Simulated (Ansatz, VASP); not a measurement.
Mg in VASP and in Ansatz

Contents of POSCAR:

```
Mg
1.0
    3.1792646675      0.0000000000      0.0000000000
   -1.5896323337      2.7533239674      0.0000000000
    0.0000000000      0.0000000000      5.1568903974
Mg
2
Direct
    0.3333333333      0.6666666667      0.2500000000
    0.6666666667      0.3333333333      0.7500000000
```

INCAR.step1

```
SYSTEM = Mg
PREC = Accurate
ENCUT = 520
ISMEAR = 1
SIGMA = 1.0
LREAL = .False.
LASPH = .True.
NELM = 60
NBANDS = 9
GGA = PE
ALGO = Normal
EDIFF = 1E-4
LWAVE = .True.
LCHARG = .False.
```

INCAR.step2

```
SYSTEM = Mg
PREC = Accurate
ENCUT = 520
EDIFF = 1E-7
ISMEAR = 1
SIGMA = 1.0
LREAL = .False.
LASPH = .True.
NELM = 60
ALGO = Normal
ISIF = 2
LWAVE = .False.
LCHARG = .True.
METAGGA = R2SCAN
LMIXTAU = .True.
LELF = .True.
LVHAR = .True.
NBANDS = 9
ISTART = 1
```

KPOINTS

```
regular mesh
0
Gamma
  11 11 6
  0 0 0
```

Input for Ansatz:

```yaml
crystal:
  lattice:
    - [3.1792646675, 0.0, 0.0]
    - [-1.5896323337, 2.7533239674, 0.0]
    - [0.0, 0.0, 5.1568903974]
  atoms:
    - { symbol: Mg, position: [0.3333333333, 0.6666666667, 0.25] }
    - { symbol: Mg, position: [0.6666666667, 0.3333333333, 0.75] }
hamiltonian:
  xc: r2scan
  pseudopotentials:
    kind: paw
    azcp:
      Mg: "pseudopotentials/Mg.paw.azcp"
basis:
  ecutwfc: 500
  fft_grid_basis: typed
kpoints:
  mp_grid: { grid: [11, 11, 6], shift: [0, 0, 0] }
magnetization:
  spin_polarized: false
scf:
  occupations: { method: methfessel_paxton, width: 1.0 }
  lower_state_search: "off"
output:
  stress: true
```

Alike in both runs: task single point; functional r2SCAN; k mesh 11 × 11 × 6; occupations methfessel-paxton of order 1, width 1 eV; no spin polarisation.

|  | VASP | Ansatz |
| --- | --- | --- |
| version | VASP 6.6.1 | Ansatz 0.2.0 |
| potentials or method | VASP PAW PBE potentials, release 64 (Mg), cutoff 520 eV | plane waves (500 eV) with PAW, scalar-relativistic |
| valence electrons in the cell | 4 | 20 |

|  | VASP | Ansatz | Ansatz less VASP |
| --- | --- | --- | --- |
| pressure (GPa) | -0.2 | 0.0 | +0.27 |
| traceless stress, the component that is largest in VASP (GPa) | -0.10 | -0.10 | +0.001 |

VASP's potentials were made for PBE, not for r2SCAN. VASP's potentials hold 4 valence electrons a cell and Ansatz's 20, so a difference there can come from the potentials and not from the codes.
